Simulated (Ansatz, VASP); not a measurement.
TaN: VASP beside Ansatz

The input INCAR:

```
PREC = Accurate
ENCUT = 520
EDIFF = 1E-7
ISMEAR = -1
SIGMA = 0.03
LREAL = F
LASPH = T
NELM = 80
ALGO = Normal
ISIF = 2
LWAVE = F
LCHARG = F
GGA = PE
NBANDS = 33
```

KPOINTS

```
regular mesh
0
Gamma
  5 5 8
```

File POSCAR:

```
TaN
1.0
    5.2532307548      0.0000000000      0.0000000000
   -2.6266153774      4.5494312856      0.0000000000
    0.0000000000      0.0000000000      2.9462675463
Ta N
3 3
Direct
    0.0000000000      0.0000000000      0.0000000000
    0.3333333333      0.6666666667      0.5000000000
    0.6666666667      0.3333333333      0.5000000000
    0.5000000000      0.0000000000      0.0000000000
    0.5000000000      0.5000000000      0.0000000000
    0.0000000000      0.5000000000      0.0000000000
```

Input for Ansatz:

```yaml
crystal:
  lattice:
    - [5.2532307548, 0.0, 0.0]
    - [-2.6266153774, 4.5494312856, 0.0]
    - [0.0, 0.0, 2.9462675463]
  atoms:
    - { symbol: Ta, position: [0.0, 0.0, 0.0] }
    - { symbol: Ta, position: [0.3333333333, 0.6666666667, 0.5] }
    - { symbol: Ta, position: [0.6666666667, 0.3333333333, 0.5] }
    - { symbol: "N", position: [0.5, 0.0, 0.0] }
    - { symbol: "N", position: [0.5, 0.5, 0.0] }
    - { symbol: "N", position: [0.0, 0.5, 0.0] }
kpoints:
  mp_grid: { grid: [5, 5, 8] }
  band_path:
    path:
      - [0.0, 0.0, 0.0]
      - [0.5, 0.0, 0.0]
      - [0.3333333333, 0.3333333333, 0.0]
      - [0.0, 0.0, 0.0]
      - [0.0, 0.0, 0.5]
      - [0.5, 0.0, 0.5]
      - [0.3333333333, 0.3333333333, 0.5]
      - [0.0, 0.0, 0.5]
      - [0.5, 0.0, 0.5]
    npoints: 5
scf:
  occupations: { method: fermi_dirac, width: 0.03 }
hamiltonian:
  xc: pbe
  pseudopotentials: { kind: all_electron, lapw: { basis_error: 0.0005 } }
output:
  forces: true
  stress: true
  eigenvalues: true
```

Change from the starting cell: volume scaled by 1.04.

Alike in both runs: task single point; functional PBE; k mesh 5 × 5 × 8; occupations fermi-dirac, width 0.03 eV; no spin polarisation.

|  | VASP | Ansatz |
| --- | --- | --- |
| version | VASP 6.6.1 | Ansatz 0.2.0 |
| potentials or method | VASP PAW PBE potentials, release 64 (Ta_pv, N), cutoff 520 eV | all-electron LAPW, scalar-relativistic |

```csv
,VASP,Ansatz,Ansatz less VASP
pressure (GPa),-1.4,-1.9,-0.53
"traceless stress, the component that is largest in VASP (GPa)",-2.12,-2.29,-0.165
```

Ansatz ran all-electron here, and VASP with PAW potentials.

Neither program's run includes spin-orbit coupling.
